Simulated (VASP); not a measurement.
Set up this calculation in VASP 6.6.1, as the native input.

* Task: single point
* Functional: PBEsol
* Potentials or basis: VASP PAW PBE potentials, release 64 (In_d, P)
* Cutoff: 520 eV
* k mesh: 11 × 11 × 11
* Occupations: fermi-dirac, width 0.03 eV
* Spin: no spin polarisation
* Dipole correction: no
* Further INCAR settings: ALGO = Normal; EDIFF = 1e-06; NBANDS = 16

The structure of InP lies in POSCAR:

```
InP
1.0
   -0.0285500000      2.8407250000      2.8407250000
    2.8407250000     -0.0285500000      2.8407250000
    2.8407250000      2.8407250000     -0.0285500000
In P
1 1
Direct
    0.0000000000      0.0000000000      0.0000000000
    0.5000000000      0.5000000000      0.5000000000
```

This cell differs from its parent crystal: equal xy, yz and zx shear strains of -1 %.

These files were run (other wordings do the same):

INCAR

```
SYSTEM = InP
ALGO = Normal
EDIFF = 1E-6
ENCUT = 520
GGA = PS
ISIF = 2
ISMEAR = -1
LASPH = .TRUE.
LCHARG = .FALSE.
LREAL = .FALSE.
LWAVE = .FALSE.
NBANDS = 16
NELM = 60
PREC = Accurate
SIGMA = 0.03
```

KPOINTS

```
k-points
0
G
  11 11 11
  0 0 0
```

Potentials or basis: VASP PAW PBE potentials, release 64 (In_d, P).

Command:

```console
$ cat potpaw_PBE.64/In_d/POTCAR potpaw_PBE.64/P/POTCAR > POTCAR
$ mpirun -np 1 vasp_std > vasp.out
```

It gave:

The pressure is -8.2 GPa. The band gap on the k mesh is zero (band 9 reaches 6.18 eV, above the bottom of band 10 at 3.88 eV).

Caveat: the cell differs from its parent crystal (equal xy, yz and zx shear strains of -1 %); the PAW data sets were made with another functional, which shifts forces and pressure a little; spin-orbit coupling is left out, which moves the levels of the heavy elements.

Run time: 3.2 min on 1 thread of Intel Xeon 8259CL, on a shared host, peak memory 0.25 GiB.
